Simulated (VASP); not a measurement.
# Cs2ZnAs2 (Ibam) in VASP: single point with r2SCAN

Aim: the single point of Cs2ZnAs2 with r2SCAN.

All numbers are computed with VASP 6.6.1; they aren't measurements. Logs are shortened: lines on timing, memory, paths and dates and some standing lists are left out, and cuts for length are marked.

### 1 The cell of the first run

It takes space group Ibam (No. 72, orthorhombic). Conventional cell: a = 7.122 Å, b = 13.819 Å, c = 6.731 Å, α = 90.00°, β = 90.00°, γ = 90.00°. Cs (site symmetry m) has 2 Zn at 3.38 Å and 6 As at 3.49 to 3.65 Å and 2 Cs at 4.33 Å within 4.4 Å. Within 3.5 Å of Zn (site symmetry 222) lie 4 As at 2.65 Å and 2 Zn at 3.37 Å and 4 Cs at 3.38 Å. Within 3.7 Å of As (site symmetry m) lie 2 Zn at 2.65 Å and 6 Cs at 3.49 to 3.65 Å.

### 2 Single point, r2SCAN

Input file POSCAR:

```
Cs2ZnAs2
1.0
    0.0000000000      0.0000000000      6.7312140000
    7.1223310000      0.0000000000      0.0000000000
    3.5611650000      6.9093780000     -3.3656070000
Cs Zn As
4 2 4
Direct
    0.3597000000      0.8314800000      0.7194000000
    0.6403000000      0.1685200000      0.2806000000
    0.1403000000      0.5508800000      0.2806000000
    0.8597000000      0.4491200000      0.7194000000
    0.2500000000      0.0000000000      0.0000000000
    0.7500000000      0.0000000000      0.0000000000
    0.1064900000      0.0935900000      0.2129800000
    0.8935100000      0.9064100000      0.7870200000
    0.3935100000      0.3065700000      0.7870200000
    0.6064900000      0.6934300000      0.2129800000
```

Input file INCAR.step1:

```
  PREC = Accurate
  ENCUT = 520
  ISMEAR = -1
  SIGMA = 0.1
  LREAL = False
  LASPH = True
  NELM = 80
  NBANDS = 51
  GGA = PE
  ALGO = Normal
  EDIFF = 1E-4
  LWAVE = True
  LCHARG = False
  KPAR = 4
```

Input file INCAR.step2:

```
  PREC = Accurate
  ENCUT = 520
  EDIFF = 1E-6
  ISMEAR = -1
  SIGMA = 0.1
  LREAL = False
  LASPH = True
  NELM = 80
  ALGO = Normal
  ISIF = 2
  LWAVE = False
  LCHARG = False
  METAGGA = R2SCAN
  LMIXTAU = True
  NBANDS = 51
  ISTART = 1
  KPAR = 4
```

Input file KPOINTS:

```
regular mesh
0
Gamma
  6 6 6
```

Potentials or basis: VASP PAW PBE potentials, release 64 (Cs_sv, Zn, As).

Started as:

```bash
$ cat potpaw_PBE.64/Cs_sv/POTCAR potpaw_PBE.64/Zn/POTCAR potpaw_PBE.64/As/POTCAR > POTCAR
$ cp INCAR.step1 INCAR
$ mpirun -np 4 vasp_std > vasp.out
$ cp INCAR.step2 INCAR
$ mpirun -np 4 vasp_std > vasp.out
```

OUTCAR:

```text
PREC = Accurate
   ENCUT = 520
   EDIFF = 1E-6
   ISMEAR = -1
   LREAL = False
   LASPH = True
   NELM = 80
   ISIF = 2
   METAGGA = R2SCAN
   ISTART = 1

 ion  position               nearest neighbor table
   1  0.360  0.831  0.719-
   2  0.640  0.169  0.281-
   3  0.140  0.551  0.281-
   4  0.860  0.449  0.719-
   5  0.250  0.000  0.000-   7 2.65   8 2.65   9 2.65  10 2.65
   6  0.750  0.000  0.000-   7 2.65   8 2.65   9 2.65  10 2.65
   7  0.106  0.094  0.213-   5 2.65   6 2.65
   8  0.894  0.906  0.787-   5 2.65   6 2.65
   9  0.394  0.307  0.787-   5 2.65   6 2.65
  10  0.606  0.693  0.213-   5 2.65   6 2.65

  LATTYP: Found a body centered orthorhombic cell.
 ALAT       =     6.7312140000
 B/A-ratio  =     1.0581049719
 C/A-ratio  =     2.0529366619

  Lattice vectors:

 A1 = (   3.5611660000,  -6.9093780000,   3.3656070000)
 A2 = (  -3.5611650000,  -6.9093780000,  -3.3656070000)
 A3 = (   3.5611650000,   6.9093780000,  -3.3656070000)

Analysis of symmetry for initial positions (statically):
=====================================================================
 Subroutine PRICEL returns:
 Original cell was already a primitive cell.

 Routine SETGRP: Setting up the symmetry group for a
 body centered orthorhombic supercell.

 Subroutine GETGRP returns: Found  8 space group operations
 (whereof  4 operations were pure point group operations)
 out of a pool of  8 trial point group operations.

The static configuration has the point symmetry C_2h.
 The point group associated with its full space group is D_2h.

Analysis of symmetry for dynamics (positions and initial velocities):
=====================================================================
 Subroutine PRICEL returns:
 Original cell was already a primitive cell.

 Routine SETGRP: Setting up the symmetry group for a
 body centered orthorhombic supercell.

 Subroutine GETGRP returns: Found  8 space group operations
 (whereof  4 operations were pure point group operations)
 out of a pool of  8 trial point group operations.

The dynamic configuration has the point symmetry C_2h.
 The point group associated with its full space group is D_2h.

 Subroutine INISYM returns: Found  8 space group operations
 (whereof  4 operations are pure point group operations),
 and found     1 'primitive' translations

[... 109 lines left out ...]
   NELM   =     80;   NELMIN=  2; NELMDL=  0     # of ELM steps
   EDIFF  = 0.1E-05   stopping-criterion for ELM
   LREAL  =      F    real-space projection
   EDIFFG = 0.1E-04   stopping-criterion for IOM
   NSW    =      0    number of steps for IOM
   IBRION =     -1    ionic relax: 0-MD 1-quasi-New 2-CG
   NFREE  =      0    steps in history (QN), initial steepest desc. (CG)
   ISIF   =      2    stress and relaxation
   ISYM   =      2    0-nonsym 1-usesym 2-fastsym
   POTIM  = 0.5000    time-step for ionic-motion
   TEBEG  =    0.0;   TEEND  =   0.0 temperature during run
   PSTRESS=    0.0 pullay stress
   NELECT =      80.0000    total number of electrons
   NUPDOWN=      -1.0000    fix difference up-down
   EMIN   =  10.00;   EMAX   =-10.00  energy-range for DOS
   EFERMI =   0.00;   METHOD = LEGACY
   ISMEAR =    -1;   SIGMA  =   0.10  broadening in eV -4-tet -1-fermi 0-gaus
   EFERMI_NEDOS =   21; number of points for ismear=-14 and -15
   IALGO  =     38    algorithm
   IMIX   =      4    mixing-type and parameters
     AMIX     =   0.40;   BMIX     =  1.00
     AMIX_MAG =   1.60;   BMIX_MAG =  1.00
  volume/ion in A,a.u.               =      33.12       223.54
  Fermi-wavevector in a.u.,A,eV,Ry     =   1.019499  1.926573 14.141590  1.039378
  Thomas-Fermi vector in A             =   2.153016
   LORBIT       =      0    0 simple, 1 ext, 2 COOP (PROOUT), +10 PAW based schemes
   METAGGA = R2SCAN    functional components
   LHFCALC =     F    Hartree Fock is set to
   AEXX    =    0.0000 exact exchange contribution
   IVDW    =     0    specifies the selected vdW correction
   LEPSILON=     F    determine dielectric tensor
   LRPA    =     F    only Hartree local field effects (RPA)
 non-spin polarized calculation
  energy-cutoff  :      520.00
  volume of cell :      331.25
 maximum number of plane-waves:      8946
   NGX = 25   NGY = 27   NGZ = 31

 number of electron      79.9999985 magnetization

 Free energy of the ion-electron system (eV)
  ---------------------------------------------------
  ext. energy  EPLUGINS =         0.00000000
  ---------------------------------------------------
  free energy    TOTEN  =      -178.52854296 eV

  energy without entropy =     -178.17645618  energy(sigma->0) =     -178.35249957

 E-fermi :   1.5626     XC(G=0):  -9.0153

 val. band max:        1.5598089869   @ k =  -0.1667   0.1667   0.0000
 cond. band min:       1.5784240775   @ k =   0.1667   0.0000   0.3333
 fundamental gap:      0.0186150907
 Fermi energy:         1.5626074977

 k-point     1 :       0.0000    0.0000    0.0000
  band No.  band energies     occupation
      1     -20.3596      2.00000
      2     -20.2920      2.00000
      3     -20.2751      2.00000
      4     -20.2693      2.00000
      5      -8.8616      2.00000
      6      -8.4987      2.00000
[... 1285 lines left out ...]
     50       6.5022      0.00000
     51       6.6713      0.00000

 [... further k-points ...]
[... 5 lines left out ...]
  --------------------------------------------------------------------------------------
  -------------------------------------------------------------------------------------
  Total        5.5023656      5.2305251      0.8282109     -0.0000004      0.0000000      0.0000000
  in kB       26.6137163     25.2988842      4.0058715     -0.0000018      0.0000000      0.0000000
  external PRESSURE =      18.6394906 kB  Pullay stress =       0.0000000 kB

 VOLUME and BASIS-vectors are now :
 -----------------------------------------------------------------------------
  energy-cutoff  :      520.00
  volume of cell :      331.25
      direct lattice vectors                 reciprocal lattice vectors
     0.000000000  0.000000000  6.731214000     0.000000000  0.072365414  0.148561612
     7.122331000  0.000000000  0.000000000     0.140403472 -0.072365404  0.000000000
     3.561165000  6.909378000 -3.365607000     0.000000000  0.144730828  0.000000000

 POSITION                                       TOTAL-FORCE (eV/Angst)
 -----------------------------------------------------------------------------------
      8.48398      4.97061     -0.00000        -0.436612     -0.456251      0.000000
      2.19952      1.93877      3.36561         0.436612      0.456251      0.000000
      4.92281      1.93877      0.00000        -0.436613      0.456251      0.000000
      5.76068      4.97061      3.36561         0.436613     -0.456251      0.000000
      0.00000      0.00000      1.68280        -0.000000      0.000000     -0.000000
      0.00000      0.00000      5.04841        -0.000000      0.000000     -0.000000
      1.42504      1.47156      0.00000        -1.060808     -1.030552      0.000000
      9.25846      5.43782      3.36561         1.060808      1.030552     -0.000000
      4.98620      5.43782      0.00000        -1.060808      1.030552     -0.000000
      5.69729      1.47156      3.36561         1.060808     -1.030552      0.000000
 -----------------------------------------------------------------------------------
    total drift:                                0.000000      0.000000     -0.000000

  FREE ENERGIE OF THE ION-ELECTRON SYSTEM (eV)
  ---------------------------------------------------
  free  energy   TOTEN  =      -178.5285429617 eV

  energy  without entropy=     -178.1764561844  energy(sigma->0) =     -178.35249957
```

OSZICAR.step1:

```text
N       E                     dE             d eps       ncg     rms          rms(c)
DAV:   1     0.613567626458E+03    0.61357E+03   -0.32427E+04  4692   0.143E+03
DAV:   2     0.555873857267E+02   -0.55798E+03   -0.53075E+03  5333   0.308E+02
DAV:   3    -0.238102384146E+02   -0.79398E+02   -0.77856E+02  5344   0.123E+02
DAV:   4    -0.264202475291E+02   -0.26100E+01   -0.25923E+01  5576   0.240E+01
DAV:   5    -0.264547073711E+02   -0.34460E-01   -0.34406E-01  5488   0.288E+00    0.524E+00
DAV:   6    -0.253936018618E+02    0.10611E+01   -0.35593E+00  6781   0.190E+01    0.406E+00
DAV:   7    -0.252933700776E+02    0.10023E+00   -0.10444E+00  6199   0.816E+00    0.162E+00
DAV:   8    -0.253022136908E+02   -0.88436E-02   -0.18338E-01  5816   0.150E+00    0.628E-01
DAV:   9    -0.253116640050E+02   -0.94503E-02   -0.19692E-02  5020   0.709E-01    0.106E-01
DAV:  10    -0.253129541641E+02   -0.12902E-02   -0.17244E-03  5648   0.293E-01    0.852E-02
DAV:  11    -0.253135796653E+02   -0.62550E-03   -0.75198E-04  5017   0.118E-01    0.183E-02
DAV:  12    -0.253136700405E+02   -0.90375E-04   -0.13386E-04  3941   0.575E-02
   1 F= -.25313670E+02 E0= -.25135218E+02  d E =-.356904E+00
```

It took 9.9 min on 4 MPI ranks of AMD EPYC 9R45 (Zen 5), shared host; peak memory 0.9 GiB.

What came out:

```yaml
Free_energy: -178.5285 eV
Pressure: 1.9 GPa
Largest_force: 1.479 eV/Å
Band_gap_on_the_k_mesh: zero (bands 40 and 41 overlap by 0.51 eV)
```

Forces in eV/Å, atoms in the order of the input:
```
Cs  -0.437 -0.456  0.000
Cs   0.437  0.456  0.000
Cs  -0.437  0.456  0.000
Cs   0.437 -0.456  0.000
Zn   0.000  0.000  0.000
Zn   0.000  0.000  0.000
As  -1.061 -1.031  0.000
As   1.061  1.031  0.000
As  -1.061  1.031  0.000
As   1.061 -1.031  0.000
```

Stress tensor (GPa, compression positive):
```
2.66 0.00 0.00
0.00 2.53 0.00
0.00 0.00 0.40
```

Caveat: the PAW data sets were made with another functional, which shifts forces and pressure a little; spin-orbit coupling is left out, which moves the levels of the heavy elements.
